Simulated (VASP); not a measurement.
# PbO2 (P6/mmm) in VASP: a series of runs

PbO2 is run at these levels: PBE; tasks: relaxation of cell and atoms.

All numbers are computed with VASP 6.6.1; they aren't measurements. Logs are shortened: lines on timing, memory, paths and dates and some standing lists are left out, and cuts for length are marked.

### Step 1. The cell of the first run

It takes space group P6/mmm (No. 191, hexagonal). Conventional cell: a = 3.240 Å, b = 3.240 Å, c = 3.564 Å, α = 90.00°, β = 90.00°, γ = 120.00°. Within 3.4 Å of Pb (site symmetry 6/mmm) lie 12 O at 2.58 Å and 6 Pb at 3.24 Å. O (site symmetry -6m2) has 3 O at 1.87 Å and 6 Pb at 2.58 Å within 2.6 Å.

### Step 2. Relaxation of cell and atoms, PBE, target pressure 20 GPa, at which the enthalpy is minimised

INCAR reads:

```
SYSTEM = PbO2
  ALGO = Normal
  EDIFF = 1E-6
  EDIFFG = -0.01
  ENCUT = 600
  GGA = PE
  IBRION = 2
  ISIF = 3
  ISMEAR = -1
  LASPH = .TRUE.
  LCHARG = .FALSE.
  LREAL = .FALSE.
  LWAVE = .FALSE.
  NELM = 80
  NSW = 80
  PREC = Accurate
  PSTRESS = 200.0
  SIGMA = 0.02
```

KPOINTS reads:

```
k-points
0
G
  8 8 6
  0 0 0
```

POSCAR reads:

```
PbO2
1.0
    3.2400000000      0.0000000000      0.0000000000
   -1.6200000000      2.8059223083      0.0000000000
    0.0000000000      0.0000000000      3.5640000000
Pb O
1 2
Direct
    0.0000000000      0.0000000000      0.0000000000
    0.3333333333      0.6666666667      0.5000000000
    0.6666666667      0.3333333333      0.5000000000
```

Potentials or basis: VASP PAW PBE potentials, release 64 (Pb_d, O).

On the command line:

```
$ cat potpaw_PBE.64/Pb_d/POTCAR potpaw_PBE.64/O/POTCAR > POTCAR
$ mpirun -np 1 vasp_std > vasp.out
```

OUTCAR:

```text
SYSTEM = PbO2
   EDIFF = 1E-6
   EDIFFG = -0.01
   ENCUT = 600
   GGA = PE
   IBRION = 2
   ISIF = 3
   ISMEAR = -1
   LASPH = .TRUE.
   LREAL = .FALSE.
   NELM = 80
   NSW = 80
   PREC = Accurate
   PSTRESS = 200.0

 ion  position               nearest neighbor table
   1  0.000  0.000  0.000-   2 2.58   3 2.58   2 2.58   3 2.58   3 2.58   3 2.58   2 2.58   2 2.58
                             3 2.58   3 2.58   2 2.58   2 2.58
   2  0.333  0.667  0.500-   3 1.87   3 1.87   3 1.87   1 2.58   1 2.58   1 2.58   1 2.58   1 2.58
                             1 2.58
   3  0.667  0.333  0.500-   2 1.87   2 1.87   2 1.87   1 2.58   1 2.58   1 2.58   1 2.58   1 2.58
                             1 2.58

  LATTYP: Found a hexagonal cell.
 ALAT       =     3.2400000000
 C/A-ratio  =     1.1000000000

  Lattice vectors:

 A1 = (   3.2400000000,   0.0000000000,   0.0000000000)
 A2 = (  -1.6200000000,   2.8059223083,   0.0000000000)
 A3 = (   0.0000000000,   0.0000000000,   3.5640000000)

Analysis of symmetry for initial positions (statically):
=====================================================================
 Subroutine PRICEL returns:
 Original cell was already a primitive cell.

 Routine SETGRP: Setting up the symmetry group for a
 hexagonal supercell.

 Subroutine GETGRP returns: Found 24 space group operations
 (whereof 24 operations were pure point group operations)
 out of a pool of 24 trial point group operations.

The static configuration has the point symmetry D_6h.

Analysis of symmetry for dynamics (positions and initial velocities):
=====================================================================
 Subroutine PRICEL returns:
 Original cell was already a primitive cell.

 Routine SETGRP: Setting up the symmetry group for a
 hexagonal supercell.

 Subroutine GETGRP returns: Found 24 space group operations
 (whereof 24 operations were pure point group operations)
 out of a pool of 24 trial point group operations.

The dynamic configuration has the point symmetry D_6h.

 Subroutine INISYM returns: Found 24 space group operations
 (whereof 24 operations are pure point group operations),
 and found     1 'primitive' translations

----------------------------------------------------------------------------------------

                                     Primitive cell

  volume of cell :      32.4010

  direct lattice vectors                    reciprocal lattice vectors
     3.240000000  0.000000000  0.000000000     0.308641975  0.178194528  0.000000000
    -1.620000000  2.805922308  0.000000000     0.000000000  0.356389055  0.000000000
     0.000000000  0.000000000  3.564000000     0.000000000  0.000000000  0.280583614

  length of vectors
     3.240000000  3.240000000  3.564000000     0.356389055  0.356389055  0.280583614

  position of ions in fractional coordinates (direct lattice)
     0.000000000  0.000000000  0.000000000
     0.333333333  0.666666667  0.500000000
     0.666666667  0.333333333  0.500000000

  ion indices of the primitive-cell ions
   primitive index   ion index
                 1           1
                 2           2
                 3           3

----------------------------------------------------------------------------------------

 KPOINTS: k-points

Automatic generation of k-mesh.
 Grid dimensions read from file:
 generate k-points for:    8    8    6

 Generating k-lattice:

  Cartesian coordinates                     Fractional coordinates (reciprocal lattice)
     0.038580247  0.022274316  0.000000000     0.125000000 -0.000000000  0.000000000
     0.000000000  0.044548632  0.000000000     0.000000000  0.125000000  0.000000000
     0.000000000  0.000000000  0.046763936     0.000000000  0.000000000  0.166666667

  Length of vectors
     0.044548632  0.044548632  0.046763936

  Shift w.r.t. Gamma in fractional coordinates (k-lattice)
     0.000000000  0.000000000  0.000000000

 Subroutine IBZKPT returns following result:
 ===========================================

 Found     40 irreducible k-points:

 Following reciprocal coordinates:
            Coordinates               Weight
  0.000000  0.000000  0.000000      1.000000
  0.125000  0.000000  0.000000      6.000000
  0.250000  0.000000  0.000000      6.000000
  0.375000  0.000000  0.000000      6.000000
  0.500000  0.000000  0.000000      3.000000
  0.125000  0.125000  0.000000      6.000000
[... 16 lines left out ...]
  0.250000  0.000000  0.333333     12.000000
  0.375000  0.000000  0.333333     12.000000
 [... further k-points ...]
   k-points           NKPTS =     40   k-points in BZ     NKDIM =     40   number of bands    NBANDS=     17
   number of dos      NEDOS =    301   number of ions     NIONS =      3
   total plane-waves  NPLWV =  21952
   dimension x,y,z NGX =    28 NGY =   28 NGZ =   28
   dimension x,y,z NGXF=    56 NGYF=   56 NGZF=   56
   ions per type =               1   2
   NGX,Y,Z   is equivalent  to a cutoff of  14.37, 14.37, 13.06 a.u.
[... 42 lines left out ...]
 conjugate gradient relaxation of ions
 non-spin polarized calculation
  energy-cutoff  :      600.00
  volume of cell :       32.40
 maximum number of plane-waves:      1107
 NGX is ok and might be reduce to    28
   NGX = 13   NGY = 13   NGZ = 15

--------------------------------------- Ionic step        1  -------------------------------------------

 number of electron      26.0000007 magnetization

 Free energy of the ion-electron system (eV)
  ---------------------------------------------------
  ext. energy  EPLUGINS =         0.00000000
  ---------------------------------------------------
  free energy    TOTEN  =       -11.19881377 eV

  energy without entropy =      -11.19641716  energy(sigma->0) =      -11.19761547

------------------------ aborting loop because EDIFF is reached ----------------------------------------

  FORCE on cell =-STRESS in cart. coord.  units (eV):
  Direction    XX          YY          ZZ          XY          YZ          ZX
  --------------------------------------------------------------------------------------
  -------------------------------------------------------------------------------------
  Total       14.4579336     14.4579336      5.2844613      0.0000000     -0.0000000      0.0000000
  in kB      714.9216678    714.9216678    261.3081515      0.0000000     -0.0000000      0.0000000
  external PRESSURE =     363.7171624 kB  Pullay stress =     200.0000000 kB

 VOLUME and BASIS-vectors are now :
 -----------------------------------------------------------------------------
  energy-cutoff  :      600.00
  volume of cell :       32.40
      direct lattice vectors                 reciprocal lattice vectors
     3.240000000  0.000000000  0.000000000     0.308641975  0.178194528  0.000000000
    -1.620000000  2.805922308  0.000000000     0.000000000  0.356389055  0.000000000
     0.000000000  0.000000000  3.564000000     0.000000000  0.000000000  0.280583614
[... 282 lines left out ...]
  FREE ENERGIE OF THE ION-ELECTRON SYSTEM (eV)
  ---------------------------------------------------
  free  energy   TOTEN  =       -12.8423160235 eV

  energy  without entropy=      -12.8411164535  energy(sigma->0) =      -12.84171624

  enthalpy is  TOTEN    =        -8.4711987970 eV   P V=        4.3711172266

--------------------------------------- Ionic step        9  -------------------------------------------

 number of electron      26.0000006 magnetization

 Free energy of the ion-electron system (eV)
  ---------------------------------------------------
  ext. energy  EPLUGINS =         0.00000000
  ---------------------------------------------------
  free energy    TOTEN  =       -12.98273504 eV

  energy without entropy =      -12.98130032  energy(sigma->0) =      -12.98201768

 E-fermi :   7.6935     XC(G=0): -12.0023

 val. band max:        7.6917505001   @ k =   0.1250   0.1250   0.1667
 cond. band min:       7.7589345309   @ k =   0.2500   0.0000   0.3333
 fundamental gap:      0.0671840307
 Fermi energy:         7.6935090657

 k-point     1 :       0.0000    0.0000    0.0000
  band No.  band energies     occupation
      1     -12.3477      2.00000
      2      -8.8439      2.00000
      3      -8.4124      2.00000
      4      -8.4124      2.00000
      5      -8.1716      2.00000
      6      -8.1716      2.00000
[... 9 lines left out ...]
     16      16.0203      0.00000
     17      17.3395      0.00000
[... 441 lines left out ...]
 k-point    24 :       0.3750    0.0000    0.3333
  band No.  band energies     occupation
      1     -11.2078      2.00000
      2      -9.3041      2.00000
      3      -8.4522      2.00000
      4      -8.3040      2.00000
      5      -8.1989      2.00000
      6      -8.1175      2.00000
[... 9 lines left out ...]
     16      13.5554      0.00000
     17      13.6585      0.00000

 [... further k-points ...]

------------------------ aborting loop because EDIFF is reached ----------------------------------------

  FORCE on cell =-STRESS in cart. coord.  units (eV):
  Direction    XX          YY          ZZ          XY          YZ          ZX
  --------------------------------------------------------------------------------------
  -------------------------------------------------------------------------------------
  Total        4.4952707      4.4952707      4.4661967      0.0000000      0.0000000      0.0000000
  in kB      200.0634241    200.0634242    198.7694765      0.0000000      0.0000000      0.0000000
  external PRESSURE =      -0.3678917 kB  Pullay stress =     200.0000000 kB

 VOLUME and BASIS-vectors are now :
 -----------------------------------------------------------------------------
  energy-cutoff  :      600.00
  volume of cell :       36.00
      direct lattice vectors                 reciprocal lattice vectors
     3.663121601  0.000000000  0.000000000     0.272991210  0.157611549 -0.000000000
    -1.831560800  3.172356364 -0.000000000     0.000000000  0.315223098 -0.000000000
     0.000000000  0.000000000  3.097885972     0.000000000  0.000000000  0.322800777

 POSITION                                       TOTAL-FORCE (eV/Angst)
 -----------------------------------------------------------------------------------
      0.00000      0.00000      0.00000        -0.000000      0.000000      0.000000
     -0.00000      2.11490      1.54894        -0.000000     -0.000000     -0.000000
      1.83156      1.05745      1.54894         0.000000      0.000000      0.000000
 -----------------------------------------------------------------------------------
    total drift:                               -0.000000      0.000000     -0.000000

  FREE ENERGIE OF THE ION-ELECTRON SYSTEM (eV)
  ---------------------------------------------------
  free  energy   TOTEN  =       -12.9827350441 eV

  energy  without entropy=      -12.9813003216  energy(sigma->0) =      -12.98201768

  enthalpy is  TOTEN    =        -8.4888894682 eV   P V=        4.4938455759

 reached required accuracy - stopping structural energy minimisation
```

Run time: 4.2 min. Hardware: 1 thread of Intel Xeon 8259CL, shared host; peak memory 0.18 GiB.

What came out:

```yaml
Free_energy: -12.9827 eV
Relaxed_volume: 12.00 Å³/atom
Relaxed_cell: a = 3.663 Å, b = 3.663 Å, c = 3.098 Å, α = 90.00°, β = 90.00°, γ = 120.00°
Space_group_after_relaxing_to_0.1_Å: P6/mmm (No. 191)
Energy_change_on_relaxing_the_run_minimises_the_enthalpy: -594.6 meV/atom
Ionic_steps: 9
Pressure_after_relaxing: 20.0 GPa
Band_gap_on_the_k_mesh: zero (bands 13 and 14 overlap by 1.21 eV)
```

Step by step:
```tsv
step	energy change (eV)	largest force (eV/Å)	pressure (GPa)	volume (Å³)
1	0.0000	0.0000	56.37	32.40
2	-1.9930	0.0000	-4.16	45.04
3	-1.7066	0.0000	13.24	39.09
4	-1.8948	0.0000	14.27	37.93
5	-1.8501	0.0000	16.24	36.65
6	-1.8850	0.0000	15.45	36.92
7	-1.8777	0.0000	15.63	36.85
8	-1.6435	0.0000	25.67	35.02
9	-1.7839	0.0000	19.96	36.00
```

Final structure:
```
Pb O
1.0
     3.66312    0.00000    0.00000
    -1.83156    3.17236    0.00000
     0.00000    0.00000    3.09789
Pb O
1 2
Direct
  0.00000 0.00000 0.00000
  0.33333 0.66667 0.50000
  0.66667 0.33333 0.50000
```

Caveat: the cell is relaxed towards a set pressure, so the run minimises the enthalpy, not the energy; spin-orbit coupling is left out, which moves the levels of the heavy elements.

### Step 3. Relaxation of cell and atoms, PBE, target pressure 40 GPa, at which the enthalpy is minimised

INCAR reads:

```
SYSTEM = PbO2
PREC = Accurate
ENCUT = 600
EDIFF = 1E-6
ISMEAR = -1
SIGMA = 0.02
LREAL = .FALSE.
LASPH = .TRUE.
NELM = 80
ALGO = Normal
ISIF = 3
LWAVE = .FALSE.
LCHARG = .FALSE.
GGA = PE
IBRION = 2
NSW = 80
EDIFFG = -0.01
PSTRESS = 400.0
```

KPOINTS reads:

```
regular mesh
0
G
  8 8 6
  0 0 0
```

POSCAR is that of step 2.

Potentials or basis: VASP PAW PBE potentials, release 64 (Pb_d, O).

On the command line:

```
$ cat potpaw_PBE.64/Pb_d/POTCAR potpaw_PBE.64/O/POTCAR > POTCAR
$ mpirun -np 1 vasp_std > vasp.out
```

Run time: 3.9 min. Hardware: 1 thread of Intel Xeon 8259CL, shared host; peak memory 0.18 GiB.

Results (log left out):

| Item | Value |
| --- | --- |
| Free energy | -12.4170 eV |
| Relaxed volume | 10.97 Å³/atom |
| Relaxed cell | a = 3.573 Å, b = 3.573 Å, c = 2.975 Å, α = 90.00°, β = 90.00°, γ = 120.00° |
| Space group after relaxing (to 0.1 Å) | P6/mmm (No. 191) |
| Energy change on relaxing (the run minimises the enthalpy) | -406.1 meV/atom |
| Ionic steps | 9 |
| Pressure after relaxing | 40.0 GPa |
| Band gap on the k mesh | zero (bands 13 and 14 overlap by 1.33 eV) |

Stress tensor (GPa, compression positive):
```
40.05  0.00  0.00
 0.00 40.05  0.00
 0.00  0.00 39.96
```

Step by step:
| step | energy change (eV) | largest force (eV/Å) | pressure (GPa) | volume (Å³) |
| --- | --- | --- | --- | --- |
| 1 | 0.0000 | 0.0000 | 56.37 | 32.40 |
| 2 | -1.7740 | 0.0000 | 17.45 | 37.60 |
| 3 | -1.4926 | 0.0000 | 25.18 | 36.31 |
| 4 | -1.4099 | 0.0000 | 33.35 | 33.74 |
| 5 | -1.4007 | 0.0000 | 33.55 | 33.71 |
| 6 | -0.9094 | 0.0000 | 50.09 | 31.83 |
| 7 | -1.2307 | 0.0000 | 39.66 | 32.95 |
| 8 | -1.2269 | 0.0000 | 39.80 | 32.93 |
| 9 | -1.2182 | 0.0000 | 40.02 | 32.90 |

Final structure:
```
CELL_PARAMETERS angstrom
3.57316 0.00000 0.00000
-1.78658 3.09445 0.00000
0.00000 0.00000 2.97543
ATOMIC_POSITIONS crystal
Pb 0.00000 0.00000 0.00000
O 0.33333 0.66667 0.50000
O 0.66667 0.33333 0.50000
```

Levels at points of the mesh, in eV from the Fermi level:
| k point | band 10 | band 11 | band 12 | band 13 | band 14 | band 15 | band 16 | band 17 |
| --- | --- | --- | --- | --- | --- | --- | --- | --- |
| (0.00, 0.00, 0.00) | -4.83 | -4.06 | -2.20 | -2.20 | -0.82 | 8.99 | 8.99 | 10.05 |
| (0.50, 0.00, 0.00) | -2.44 | -1.98 | -1.35 | -0.23 | 0.44 | 3.39 | 8.08 | 10.71 |
| (0.00, 0.00, 0.50) | -4.96 | -2.19 | -0.67 | -0.67 | 1.53 | 1.53 | 8.32 | 8.32 |
| (0.50, 0.00, 0.50) | -5.86 | -5.24 | -1.38 | -0.71 | 0.35 | 3.94 | 5.15 | 7.31 |

Caveat: the cell is relaxed towards a set pressure, so the run minimises the enthalpy, not the energy; a cell axis changed by over 15 % at a fixed basis, so the end point is rough; spin-orbit coupling is left out, which moves the levels of the heavy elements.

### Step 4. Relaxation of cell and atoms, PBE, target pressure 60 GPa, at which the enthalpy is minimised

INCAR reads:

```
  PREC = Accurate
  ENCUT = 600
  EDIFF = 1E-7
  ISMEAR = -1
  SIGMA = 0.02
  LREAL = False
  LASPH = True
  NELM = 60
  ALGO = Normal
  ISIF = 3
  LWAVE = False
  LCHARG = False
  GGA = PE
  IBRION = 2
  NSW = 80
  EDIFFG = -0.01
  PSTRESS = 600.0
```

KPOINTS reads:

```
regular mesh
0
Gamma
  8 8 6
```

POSCAR is that of step 3.

On the command line:

```
$ cat potpaw_PBE.64/Pb_d/POTCAR potpaw_PBE.64/O/POTCAR > POTCAR
$ mpirun -np 1 vasp_std > vasp.out
```

Wall time 5.5 min (1 thread of Intel Xeon 8259CL, shared host); peak memory 0.19 GiB.

The run converged. Its results:

```yaml
Free_energy: -11.7036 eV
Relaxed_volume: 10.20 Å³/atom
Relaxed_cell: a = 3.510 Å, b = 3.510 Å, c = 2.868 Å, α = 90.00°, β = 90.00°, γ = 120.00°
Space_group_after_relaxing_to_0.1_Å: P6/mmm (No. 191)
Energy_change_on_relaxing_the_run_minimises_the_enthalpy: -168.3 meV/atom
Ionic_steps: 13
Pressure_after_relaxing: 60.0 GPa
Band_gap_on_the_k_mesh: zero (bands 13 and 14 overlap by 1.39 eV)
```

The path:
```
step  energy change (eV)  largest force (eV/Å)  pressure (GPa)  volume (Å³)
   1              0.0000                0.0000           56.39        32.40
   2             -0.3081                0.0000           62.92        31.03
   3              5.6801                0.0000          164.34        25.37
   4             -0.2839                0.0000           68.07        30.32
   5             -0.0895                0.0000           72.34        29.60
   6             -1.1795                0.0000           35.24        33.18
   7             -0.4913                0.0000           60.05        30.56
   8             -0.4732                0.0000           60.61        30.51
   9             -0.4663                0.0000           60.83        30.50
  10             -0.5055                0.0000           60.07        30.60
  11             -0.4974                0.0000           60.24        30.58
  12             -0.5186                0.0000           59.58        30.63
  13             -0.5048                0.0000           60.01        30.60
```

Final structure:
```cif
data_structure
_symmetry_space_group_name_H-M 'P 1'
_symmetry_Int_Tables_number 1
_cell_length_a 3.5098
_cell_length_b 3.5098
_cell_length_c 2.8679
_cell_angle_alpha 90.000
_cell_angle_beta 90.000
_cell_angle_gamma 120.000
_cell_volume 30.60
loop_
_atom_site_label
_atom_site_type_symbol
_atom_site_fract_x
_atom_site_fract_y
_atom_site_fract_z
_atom_site_occupancy
Pb1 Pb 0.00000 0.00000 0.00000 1
O1 O 0.33333 0.66667 0.50000 1
O2 O 0.66667 0.33333 0.50000 1
```

Levels at points of the mesh, in eV from the Fermi level:
```
           k point  band 9  band 10  band 11  band 12  band 13  band 14  band 15  band 16  band 17
(0.00, 0.00, 0.00)   -5.19    -5.19    -4.29    -2.56    -2.56    -0.88     9.47     9.47    10.42
(0.50, 0.00, 0.00)   -7.40    -2.55    -2.11    -1.45    -0.03     0.42     3.77     8.58    11.65
(0.00, 0.00, 0.50)   -5.40    -5.40    -2.54    -0.72    -0.72     1.45     2.07     8.73     8.73
(0.50, 0.00, 0.50)   -6.31    -6.08    -5.56    -1.30    -0.77     0.29     3.94     5.22     7.95
```

Caveat: the cell is relaxed towards a set pressure, so the run minimises the enthalpy, not the energy; a cell axis changed by over 15 % at a fixed basis, so the end point is rough; spin-orbit coupling is left out, which moves the levels of the heavy elements.

### Step 5. The runs side by side

```tsv
cell	gap on the mesh (eV)	pressure (GPa)
relaxed to 20 GPa	none	20.0
relaxed to 40 GPa	none	40.0
relaxed to 60 GPa	none	60.0
```

Alike in all rows: task relaxation of cell and atoms; level PBE; potentials or basis VASP PAW PBE potentials, release 64 (Pb_d, O); no spin polarisation; k mesh 8 × 8 × 6; cutoff (eV) 600; smearing fermi-dirac 0.02 eV.

Caveats: the cell is relaxed towards a set pressure, so the run minimises the enthalpy, not the energy; spin-orbit coupling is left out, which moves the levels of the heavy elements; a cell axis changed by over 15 % at a fixed basis, so the end point is rough (at least some runs).

Absolute energies hang on the potentials; compare differences alone.
